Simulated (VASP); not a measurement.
# LiTlSe2 (P-4m2) in VASP: notebook

The runs below take LiTlSe2 through single point, relaxation of cell and atoms, with HF, HSE06.

Everything below comes from runs of VASP 6.6.1. Logs are shortened: lines on timing, memory, paths and dates and some standing lists are left out, and cuts for length are marked.

## (1) The cell of the first run

It takes space group P-4m2 (No. 115, tetragonal). The conventional cell has a = 4.264 Å, b = 4.264 Å, c = 5.980 Å, α = 90.00°, β = 90.00°, γ = 90.00°. Li (site symmetry -4m2) has 4 Se at 2.53 Å within 3.3 Å. Within 3.3 Å of Se (site symmetry 2mm) lie 2 Li at 2.53 Å and 2 Tl at 2.68 Å. Tl (site symmetry -4m2) has 4 Se at 2.68 Å within 3.5 Å.

## (2) Single point, HF

Contents of POSCAR:

```
LiTlSe2
1.0
    4.2639248188      0.0000000000      0.0000000000
    0.0000000000      4.2639248188      0.0000000000
    0.0000000000      0.0000000000      5.9802485742
Li Se Tl
1 2 1
Direct
    0.0000000000      0.0000000000      0.0000000000
    0.0000000000      0.5000000000      0.2292133877
    0.5000000000      0.0000000000      0.7707866123
    0.5000000000      0.5000000000      0.5000000000
```

Contents of INCAR.step1:

```
SYSTEM = LiTlSe2
  PREC = Accurate
  ENCUT = 650
  EDIFF = 1E-5
  ISMEAR = 0
  SIGMA = 0.01
  LREAL = .False.
  LASPH = .True.
  NELM = 120
  ALGO = Normal
  ISIF = 2
  LWAVE = .True.
  LCHARG = .False.
  GGA = PE
  NBANDS = 22
  GGA_COMPAT = .False.
  KPAR = 4
```

Contents of INCAR.step2:

```
SYSTEM = LiTlSe2
  PREC = Accurate
  ENCUT = 650
  EDIFF = 1E-6
  ISMEAR = 0
  SIGMA = 0.01
  LREAL = .False.
  LASPH = .True.
  NELM = 120
  ALGO = Normal
  ISIF = 2
  LWAVE = .False.
  LCHARG = .False.
  GGA = PE
  LHFCALC = .True.
  AEXX = 1.0
  ALDAC = 0.0
  AGGAC = 0.0
  PRECFOCK = Normal
  ISTART = 1
  NBANDS = 22
  GGA_COMPAT = .False.
  KPAR = 4
```

Contents of KPOINTS:

```
regular mesh
0
Gamma
  4 4 4
  0 0 0
```

Potentials or basis: VASP PAW PBE potentials, release 64 (Li_sv, Se, Tl_d).

On the command line:

```console
$ cat potpaw_PBE.64/Li_sv/POTCAR potpaw_PBE.64/Se/POTCAR potpaw_PBE.64/Tl_d/POTCAR > POTCAR
$ cp INCAR.step1 INCAR
$ mpirun -np 4 vasp_std > vasp.out
$ cp INCAR.step2 INCAR
$ mpirun -np 4 vasp_std > vasp.out
```

OUTCAR:

```text
SYSTEM = LiTlSe2
   PREC = Accurate
   ENCUT = 650
   EDIFF = 1E-6
   ISMEAR = 0
   LREAL = .False.
   LASPH = .True.
   NELM = 120
   ISIF = 2
   GGA = PE
   LHFCALC = .True.
   AEXX = 1.0
   PRECFOCK = Normal
   ISTART = 1

 ion  position               nearest neighbor table
   1  0.000  0.000  0.000-   2 2.53   3 2.53   2 2.53   3 2.53
   2  0.000  0.500  0.229-   1 2.53   1 2.53   4 2.68   4 2.68
   3  0.500  0.000  0.771-   1 2.53   1 2.53   4 2.68   4 2.68
   4  0.500  0.500  0.500-   2 2.68   3 2.68   3 2.68   2 2.68

  LATTYP: Found a simple tetragonal cell.
 ALAT       =     4.2639248188
 C/A-ratio  =     1.4025220491

  Lattice vectors:

 A1 = (   4.2639248188,   0.0000000000,   0.0000000000)
 A2 = (   0.0000000000,   4.2639248188,   0.0000000000)
 A3 = (   0.0000000000,   0.0000000000,   5.9802485742)

Analysis of symmetry for initial positions (statically):
=====================================================================
 Subroutine PRICEL returns:
 Original cell was already a primitive cell.

 Routine SETGRP: Setting up the symmetry group for a
 simple tetragonal supercell.

 Subroutine GETGRP returns: Found  8 space group operations
 (whereof  8 operations were pure point group operations)
 out of a pool of 16 trial point group operations.

The static configuration has the point symmetry D_2d.

Analysis of symmetry for dynamics (positions and initial velocities):
=====================================================================
 Subroutine PRICEL returns:
 Original cell was already a primitive cell.

 Routine SETGRP: Setting up the symmetry group for a
 simple tetragonal supercell.

 Subroutine GETGRP returns: Found  8 space group operations
 (whereof  8 operations were pure point group operations)
 out of a pool of 16 trial point group operations.

The dynamic configuration has the point symmetry D_2d.

 Subroutine INISYM returns: Found  8 space group operations
 (whereof  8 operations are pure point group operations),
 and found     1 'primitive' translations

----------------------------------------------------------------------------------------

                                     Primitive cell

  volume of cell :     108.7272

  direct lattice vectors                    reciprocal lattice vectors
     4.263924819  0.000000000  0.000000000     0.234525711  0.000000000  0.000000000
     0.000000000  4.263924819  0.000000000     0.000000000  0.234525711  0.000000000
     0.000000000  0.000000000  5.980248574     0.000000000  0.000000000  0.167217129

  length of vectors
     4.263924819  4.263924819  5.980248574     0.234525711  0.234525711  0.167217129

  position of ions in fractional coordinates (direct lattice)
     0.000000000  0.000000000  0.000000000
     0.000000000  0.500000000  0.229213388
     0.500000000  0.000000000  0.770786612
     0.500000000  0.500000000  0.500000000

  ion indices of the primitive-cell ions
   primitive index   ion index
                 1           1
                 2           2
                 3           3
                 4           4

----------------------------------------------------------------------------------------

 KPOINTS: regular mesh

Automatic generation of k-mesh.
 Grid dimensions read from file:
 generate k-points for:    4    4    4

 Generating k-lattice:

  Cartesian coordinates                     Fractional coordinates (reciprocal lattice)
     0.058631428  0.000000000  0.000000000     0.250000000  0.000000000  0.000000000
     0.000000000  0.058631428  0.000000000     0.000000000  0.250000000  0.000000000
     0.000000000  0.000000000  0.041804282     0.000000000  0.000000000  0.250000000

  Length of vectors
     0.058631428  0.058631428  0.041804282

  Shift w.r.t. Gamma in fractional coordinates (k-lattice)
     0.000000000  0.000000000  0.000000000

 Subroutine IBZKPT returns following result:
 ===========================================

 Found     18 irreducible k-points:

 Following reciprocal coordinates:
            Coordinates               Weight
  0.000000  0.000000  0.000000      1.000000
  0.250000  0.000000  0.000000      4.000000
  0.500000  0.000000  0.000000      2.000000
  0.250000  0.250000  0.000000      4.000000
  0.500000  0.250000  0.000000      4.000000
  0.500000  0.500000  0.000000      1.000000
[... 10 lines left out ...]
  0.500000  0.250000  0.500000      4.000000
  0.500000  0.500000  0.500000      1.000000
   k-points           NKPTS =     18   k-points in BZ     NKDIM =     64   number of bands    NBANDS=     22
   number of dos      NEDOS =    301   number of ions     NIONS =      4
   total plane-waves  NPLWV =  64800
   dimension x,y,z NGX =    36 NGY =   36 NGZ =   50
   dimension x,y,z NGXF=    72 NGYF=   72 NGZF=  100
   ions per type =               1   2   1
   NGX,Y,Z   is equivalent  to a cutoff of  14.04, 14.04, 13.90 a.u.
   NGXF,Y,Z  is equivalent  to a cutoff of  28.07, 28.07, 27.80 a.u.
 SYSTEM =  LiTlSe2
   PREC   = accura    normal or accurate (medium, high low for compatibility)
   ISTART =      1    job   : 0-new  1-cont  2-samecut
   ICHARG =      0    charge: 1-file 2-atom 10-const
   ISPIN  =      1    spin polarized calculation?
   LNONCOLLINEAR =      F non collinear calculations
   LSORBIT =      F    spin-orbit coupling
   LASPH  =      T    aspherical Exc in radial PAW
   ENCUT  =  650.0 eV  47.77 Ry    6.91 a.u.   8.86  8.86 12.43*2*pi/ulx,y,z
   NELM   =    120;   NELMIN=  2; NELMDL=  0     # of ELM steps
   EDIFF  = 0.1E-05   stopping-criterion for ELM
   LREAL  =      F    real-space projection
   EDIFFG = 0.1E-04   stopping-criterion for IOM
   NSW    =      0    number of steps for IOM
   IBRION =     -1    ionic relax: 0-MD 1-quasi-New 2-CG
   NFREE  =      0    steps in history (QN), initial steepest desc. (CG)
   ISIF   =      2    stress and relaxation
   ISYM   =      3    0-nonsym 1-usesym 2-fastsym
   POTIM  = 0.5000    time-step for ionic-motion
   TEBEG  =    0.0;   TEEND  =   0.0 temperature during run
   PSTRESS=    0.0 pullay stress
   NELECT =      28.0000    total number of electrons
   NUPDOWN=      -1.0000    fix difference up-down
   EMIN   =  10.00;   EMAX   =-10.00  energy-range for DOS
   EFERMI =   0.00;   METHOD = LEGACY
   ISMEAR =     0;   SIGMA  =   0.01  broadening in eV -4-tet -1-fermi 0-gaus
   EFERMI_NEDOS =   21; number of points for ismear=-14 and -15
   IALGO  =     38    algorithm
   IMIX   =      1    mixing-type and parameters
     AMIX     =   0.40;   BMIX     =  1.00
     AMIX_MAG =   1.60;   BMIX_MAG =  1.00
  volume/ion in A,a.u.               =      27.18       183.43
  Fermi-wavevector in a.u.,A,eV,Ry     =   1.041553  1.968250 14.760046  1.084833
  Thomas-Fermi vector in A             =   2.176179
   LORBIT       =      0    0 simple, 1 ext, 2 COOP (PROOUT), +10 PAW based schemes
   GGA     = PE    functional components
   LHFCALC =     T    Hartree Fock is set to
   PRECFOCK=normal    Normal, Fast or Accurate (Low or Medium for compatibility)
   ENCUT4O =  -1.0   cutoff for four orbital integrals eV
   NKREDX  =     1    reduce k-point grid by
   NKREDY  =     1    reduce k-point grid by
   NKREDZ  =     1    reduce k-point grid by
   AEXX    =    1.0000 exact exchange contribution
   HFSCREEN=    0.0000 screening length (either q_TF or 0.3 A-1)
   HFSCREENC=   0.0000 screening length for correlation (either q_TF or 0.3 A-1)
   ENCUTFOCK=  -1.0 apply spherical cutoff to Coloumb kernel
   IVDW    =     0    specifies the selected vdW correction
   LEPSILON=     F    determine dielectric tensor
   LRPA    =     F    only Hartree local field effects (RPA)
 non-spin polarized calculation
 Gauss-broadening in eV      SIGMA  =   0.01
  energy-cutoff  :      650.00
  volume of cell :      108.73
 maximum number of plane-waves:      4129
 NGX is ok and might be reduce to    36
  NGX = 28; NGY = 28; NGZ = 40

 number of electron      27.9999996 magnetization

 Free energy of the ion-electron system (eV)
  ---------------------------------------------------
  ext. energy  EPLUGINS =         0.00000000
  ---------------------------------------------------
  free energy    TOTEN  =       -27.65641674 eV

  energy without entropy =      -27.65641674  energy(sigma->0) =      -27.65641674

 E-fermi :  -0.9607     XC(G=0):   0.0000

 val. band max:       -1.0218228381   @ k =   0.0000   0.0000   0.0000
 cond. band min:       5.7461434530   @ k =   0.0000   0.0000   0.0000
 fundamental gap:      6.7679662911
 Fermi energy:        -0.9606769122

 k-point     1 :       0.0000    0.0000    0.0000
  band No.  band energies     occupation
      1     -58.2350      2.00000
      2     -17.9487      2.00000
      3     -17.9058      2.00000
      4     -16.9851      2.00000
      5     -16.9851      2.00000
      6     -16.7968      2.00000
[... 14 lines left out ...]
     21      15.9233      0.00000
     22      18.0122      0.00000

 k-point     2 :       0.2500    0.0000    0.0000
  band No.  band energies     occupation
      1     -58.2349      2.00000
      2     -17.9898      2.00000
      3     -17.8783      2.00000
      4     -16.9812      2.00000
      5     -16.8158      2.00000
      6     -16.7434      2.00000
[... 14 lines left out ...]
     21      15.5245      0.00000
     22      15.8045      0.00000

 k-point     3 :       0.5000    0.0000    0.0000
  band No.  band energies     occupation
      1     -58.2349      2.00000
      2     -18.0453      2.00000
      3     -17.8374      2.00000
      4     -16.9770      2.00000
      5     -16.7928      2.00000
      6     -16.7627      2.00000
[... 14 lines left out ...]
     21      14.5169      0.00000
     22      15.0690      0.00000
[... 326 lines left out ...]
 k-point    17 :       0.5000    0.2500    0.5000
  band No.  band energies     occupation
      1     -58.2348      2.00000
      2     -18.0271      2.00000
      3     -17.9129      2.00000
      4     -16.9139      2.00000
      5     -16.7873      2.00000
      6     -16.7616      2.00000
[... 14 lines left out ...]
     21      14.6702      0.00000
     22      15.8318      0.00000

 k-point    18 :       0.5000    0.5000    0.5000
  band No.  band energies     occupation
      1     -58.2347      2.00000
      2     -17.9904      2.00000
      3     -17.9904      2.00000
      4     -16.8436      2.00000
      5     -16.8116      2.00000
      6     -16.7490      2.00000
[... 14 lines left out ...]
     21      13.7051      0.00000
     22      15.9081      0.00000

------------------------ aborting loop because EDIFF is reached ----------------------------------------

  FORCE on cell =-STRESS in cart. coord.  units (eV):
  Direction    XX          YY          ZZ          XY          YZ          ZX
  --------------------------------------------------------------------------------------
  -------------------------------------------------------------------------------------
  Total        0.2462195      0.2462195      0.0140492      0.0000000      0.0000000      0.0000000
  in kB        3.6282295      3.6282295      0.2070258      0.0000000      0.0000000      0.0000000
  external PRESSURE =       2.4878283 kB  Pullay stress =       0.0000000 kB

 VOLUME and BASIS-vectors are now :
 -----------------------------------------------------------------------------
  energy-cutoff  :      650.00
  volume of cell :      108.73
      direct lattice vectors                 reciprocal lattice vectors
     4.263924819  0.000000000  0.000000000     0.234525711  0.000000000  0.000000000
     0.000000000  4.263924819  0.000000000     0.000000000  0.234525711  0.000000000
     0.000000000  0.000000000  5.980248574     0.000000000  0.000000000  0.167217129

 POSITION                                       TOTAL-FORCE (eV/Angst)
 -----------------------------------------------------------------------------------
      0.00000      0.00000      0.00000         0.000000      0.000000      0.000000
      0.00000      2.13196      1.37075        -0.000000     -0.000000      0.504529
      2.13196      0.00000      4.60950        -0.000000      0.000000     -0.504529
      2.13196      2.13196      2.99012         0.000000     -0.000000      0.000000
 -----------------------------------------------------------------------------------
    total drift:                               -0.000000      0.000000      0.000013

  FREE ENERGIE OF THE ION-ELECTRON SYSTEM (eV)
  ---------------------------------------------------
  free  energy   TOTEN  =       -27.6564167436 eV

  energy  without entropy=      -27.6564167436  energy(sigma->0) =      -27.65641674
```

Wall time 80 min (4 MPI ranks of AMD EPYC, shared host); peak memory 0.31 GiB.

What came out:

```
Free energy            : -27.6564 eV
Pressure               : 0.2 GPa
Largest force          : 0.505 eV/Å
Band gap on the k mesh : 6.77 eV
```

Forces on the atoms (eV/Å):
```
Li   0.000  0.000  0.000
Se   0.000  0.000  0.505
Se   0.000  0.000 -0.505
Tl   0.000  0.000  0.000
```

Stress tensor (GPa, compression positive):
```
0.36 0.00 0.00
0.00 0.36 0.00
0.00 0.00 0.02
```

Caveat: the PAW data sets were made with another functional, which shifts forces and pressure a little; spin-orbit coupling is left out, which moves the levels of the heavy elements.

## (3) Relaxation of cell and atoms, HSE06

POSCAR is that of step 2.

Contents of INCAR.step1:

```
SYSTEM = LiTlSe2
ALGO = Normal
EDIFF = 1E-5
EDIFFG = -0.005
ENCUT = 750
GGA = PE
GGA_COMPAT = .FALSE.
IBRION = 2
ISIF = 3
ISMEAR = -1
KPAR = 4
LASPH = .TRUE.
LCHARG = .FALSE.
LREAL = .FALSE.
LWAVE = .TRUE.
NBANDS = 22
NELM = 120
NELMIN = 4
NSW = 100
PREC = Accurate
SIGMA = 0.02
```

Contents of INCAR.step2:

```
SYSTEM = LiTlSe2
ALGO = Normal
EDIFF = 1E-7
EDIFFG = -0.005
ENCUT = 750
GGA = PE
GGA_COMPAT = .FALSE.
HFSCREEN = 0.2079
IBRION = 2
ISIF = 3
ISMEAR = -1
ISTART = 1
KPAR = 4
LASPH = .TRUE.
LCHARG = .FALSE.
LHFCALC = .TRUE.
LREAL = .FALSE.
LWAVE = .FALSE.
NELM = 120
NELMIN = 4
NSW = 80
PREC = Accurate
PRECFOCK = Normal
SIGMA = 0.02
```

Contents of KPOINTS:

```
k-points
0
G
  4 4 4
  0 0 0
```

Potentials or basis: VASP PAW PBE potentials, release 64 (Li_sv, Se, Tl_d).

On the command line:

```console
$ cat potpaw_PBE.64/Li_sv/POTCAR potpaw_PBE.64/Se/POTCAR potpaw_PBE.64/Tl_d/POTCAR > POTCAR
$ cp INCAR.step1 INCAR
$ mpirun -np 4 vasp_std > vasp.out
$ cp INCAR.step2 INCAR
$ mpirun -np 4 vasp_std > vasp.out
```

Wall time 2.8 h (4 MPI ranks of Intel Xeon 6975P-C (Granite Rapids), shared host); peak memory 0.51 GiB.

The run converged. Its results:

- Free energy: -16.1958 eV
- Relaxed volume: 27.06 Å³/atom
- Relaxed cell: a = 4.256 Å, b = 4.256 Å, c = 5.974 Å, α = 90.00°, β = 90.00°, γ = 90.00°
- Space group after relaxing (to 0.1 Å): P-4m2 (No. 115)
- Energy gained by relaxing: 0.6 meV/atom
- Ionic steps: 8
- Pressure after relaxing: 0.0 GPa
- Band gap on the k mesh: 1.19 eV

Forces on the atoms (eV/Å):
```
Li   0.000  0.000  0.000
Se   0.000  0.000  0.003
Se   0.000  0.000 -0.003
Tl   0.000  0.000  0.000
```

The path:
| step | energy change (eV) | largest force (eV/Å) | pressure (GPa) | volume (Å³) |
| --- | --- | --- | --- | --- |
| 1 | 0.0000 | 0.1200 | -0.38 | 108.73 |
| 2 | -0.0019 | 0.0293 | 0.09 | 107.71 |
| 3 | -0.0019 | 0.0341 | 0.07 | 107.76 |
| 4 | -0.0020 | 0.0238 | 0.05 | 107.88 |
| 5 | -0.0022 | 0.0057 | 0.01 | 108.10 |
| 6 | -0.0022 | 0.0018 | 0.00 | 108.14 |
| 7 | -0.0022 | 0.0021 | 0.00 | 108.16 |
| 8 | -0.0022 | 0.0030 | -0.01 | 108.22 |

Final structure:
```yaml
crystal:
  lattice:
    - [4.25609, 0.00000, 0.00000]
    - [0.00000, 4.25609, 0.00000]
    - [0.00000, 0.00000, 5.97428]
  atoms:
    - { symbol: Li, position: [0.00000, 0.00000, 0.00000] }
    - { symbol: Se, position: [0.00000, 0.50000, 0.23138] }
    - { symbol: Se, position: [0.50000, 0.00000, 0.76862] }
    - { symbol: Tl, position: [0.50000, 0.50000, 0.50000] }
```

Levels at points of the mesh, in eV from the valence-band top:
```
           k point  band 10  band 11  band 12  band 13  band 14  band 15  band 16  band 17  band 18
(0.00, 0.00, 0.00)    -1.81    -1.81    -0.15     0.00     0.00     1.19     4.07     6.08     6.81
(0.50, 0.00, 0.00)    -2.39    -2.16    -1.79    -0.96    -0.57     3.10     6.41     6.57     7.25
(0.50, 0.50, 0.00)    -2.27    -2.23    -1.80    -1.80    -1.26     2.50     4.09     4.09     7.41
(0.00, 0.00, 0.50)    -1.42    -1.27    -1.27    -0.77    -0.77     2.92     4.21     5.92     7.91
(0.50, 0.00, 0.50)    -3.30    -0.89    -0.84    -0.58    -0.56     1.57     5.85     6.67     7.19
(0.50, 0.50, 0.50)    -2.97    -2.13    -2.13    -1.94    -1.70     4.14     6.18     6.18     8.00
```

Caveat: the PAW data sets were made with another functional, which shifts forces and pressure a little; spin-orbit coupling is left out, which moves the levels of the heavy elements. A k mesh can miss the band edges.
